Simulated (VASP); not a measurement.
Wanted: the native input for a VASP 6.6.1 run.

| Item | Value |
| --- | --- |
| Task | single point |
| Functional | PBEsol |
| Potentials or basis | VASP PAW PBE potentials, release 64 (Mo_sv, S) |
| Cutoff | 520 eV |
| k mesh | 10 × 10 × 5 |
| Occupations | fermi-dirac, width 0.1 eV |
| Spin | no spin polarisation |
| Dipole correction | no |
| Further INCAR settings | ALGO = Normal; EDIFF = 1e-06; NBANDS = 20 |

The structure of MoS2 lies in POSCAR:

```
MoS2
1.0
    3.2541344328      0.0000000000      0.0000000000
   -1.6270672164      2.8181707997      0.0000000000
    0.0000000000      0.0000000000      6.3646415395
Mo S
1 2
Direct
    0.0000000000      0.0000000000      0.5000000000
    0.3333333333      0.6666666667      0.2553200000
    0.6666666667      0.3333333333      0.7446800000
```

One way to write it, as run:

INCAR

```
ALGO = Normal
EDIFF = 1E-6
ENCUT = 520
GGA = PS
ISIF = 2
ISMEAR = -1
LASPH = T
LCHARG = F
LREAL = F
LWAVE = F
NBANDS = 20
NELM = 100
PREC = Accurate
SIGMA = 0.1
```

KPOINTS

```
k-points
0
Gamma
  10 10 5
```

Potentials or basis: VASP PAW PBE potentials, release 64 (Mo_sv, S).

Command:

```bash
$ cat potpaw_PBE.64/Mo_sv/POTCAR potpaw_PBE.64/S/POTCAR > POTCAR
$ mpirun -np 1 vasp_std > vasp.out
```

It gave:

```json
{"Pressure": "-6.2 GPa", "Largest force": "0.355 eV/Å", "Band gap on the k mesh": "zero (bands 13 and 14 overlap by 0.77 eV)"}
```

Caveat: the cell stands under tension; the PAW data sets were made with another functional, which shifts forces and pressure a little; this functional lacks dispersion, which binds the layers, so the pressure and a relaxed spacing across them are unreliable.

Wall time 78 s on 1 thread of AMD EPYC 7R13, with other jobs on the host, peak memory 0.18 GiB.
